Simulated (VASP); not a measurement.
InPd, 2 atoms in the cell. Symmetry: Pm-3m, No. 221, cubic system. The conventional cell has a = 3.216 Å, b = 3.216 Å, c = 3.216 Å, α = 90.00°, β = 90.00°, γ = 90.00°. In (site symmetry m-3m) has 8 Pd at 2.79 Å and 6 In at 3.22 Å within 3.7 Å. Pd (site symmetry m-3m) has 8 In at 2.79 Å and 6 Pd at 3.22 Å within 3.7 Å. 

```yaml
Program: VASP 6.6.1
Task: single point
Functional: PBE
Potentials_or_basis: VASP PAW PBE potentials, release 64 (In_d, Pd)
Cutoff: 520 eV
k_mesh: 7 × 7 × 7
Occupations: fermi-dirac, width 0.1 eV
Spin: no spin polarisation
Dipole_correction: no
Further_INCAR_settings: ALGO = Normal; EDIFF = 1e-07; NBANDS = 18
```

Potentials or basis: VASP PAW PBE potentials, release 64 (In_d, Pd).

Command:

```sh
$ cat potpaw_PBE.64/In_d/POTCAR potpaw_PBE.64/Pd/POTCAR > POTCAR
$ mpirun -np 1 vasp_std > vasp.out
```

Hardware: 1 thread of Intel Xeon 6975P-C (shared host).

Task: Estimate the wall time of this run.

Result: Run time: 15 s on 1 thread of Intel Xeon 6975P-C, with other jobs on the host, peak memory 0.14 GiB. Counts: scf iterations 14, k points 20.
